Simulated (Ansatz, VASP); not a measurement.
**Hf in VASP and in Ansatz**

Contents of POSCAR:

```
Hf
1.0
    2.8942536389      0.0000000000      0.0000000000
    0.0000000000      2.8942536389      0.0000000000
    0.0000000000      0.0000000000      2.8942536389
Hf
1
Direct
    0.5000000000      0.5000000000      0.5000000000
```

File INCAR.step1:

```
PREC = Accurate
ENCUT = 520
EDIFF = 1E-5
ISMEAR = -1
SIGMA = 0.05
LREAL = F
LASPH = T
NELM = 60
ALGO = Normal
ISIF = 2
LWAVE = T
LCHARG = F
GGA = PE
NBANDS = 11
```

File INCAR.step2:

```
PREC = Accurate
ENCUT = 520
EDIFF = 1E-6
ISMEAR = -1
SIGMA = 0.05
LREAL = F
LASPH = T
NELM = 60
ALGO = Normal
ISIF = 2
LWAVE = F
LCHARG = F
METAGGA = R2SCAN
LHFCALC = T
AEXX = 0.1
LMIXTAU = T
PRECFOCK = Normal
ISTART = 1
NBANDS = 11
```

Contents of KPOINTS:

```
regular mesh
0
Gamma
  5 5 5
```

Contents of input.yaml:

```yaml
crystal:
  lattice:
    - [2.8942536389, 0.0, 0.0]
    - [0.0, 2.8942536389, 0.0]
    - [0.0, 0.0, 2.8942536389]
  atoms:
    - { symbol: Hf, position: [0.5, 0.5, 0.5] }
hamiltonian:
  xc: r2scanh
  pseudopotentials: { kind: paw }
kpoints:
  mp_grid: { grid: [5, 5, 5] }
scf:
  occupations: { method: fermi_dirac, width: 0.05 }
output:
  forces: true
  stress: true
  eigenvalues: true
  write_density: true
  write_potential: true
  elf: true
  volumetric_format: npy
```

Alike in both runs: task single point; functional r2SCANh; k mesh 5 × 5 × 5; occupations fermi-dirac, width 0.05 eV; no spin polarisation.

```csv
,VASP,Ansatz
version,VASP 6.6.1,Ansatz 0.2.0
potentials or method,"VASP PAW PBE potentials, release 64 (Hf_pv)",Ansatz PAW
plane-wave cutoff (eV),520,500
valence electrons in the cell,10,26
```

```csv
,VASP,Ansatz,Ansatz less VASP
gap on the k mesh at the Fermi level (eV),none,none,-
pressure (GPa),1.0,2.0,+0.99
```

VASP's potentials were made for PBE, not for r2SCANh. A gap of «none» marks a metal or a gap that the smearing closes. The functional is the same, so the differences come from potentials, cutoffs and numerics. VASP's potentials hold 10 valence electrons a cell and Ansatz's 26, so a difference there can come from the potentials and not from the codes.

The k mesh is coarse, so the values compare programs but aren't converged. Neither program's run includes spin-orbit coupling.
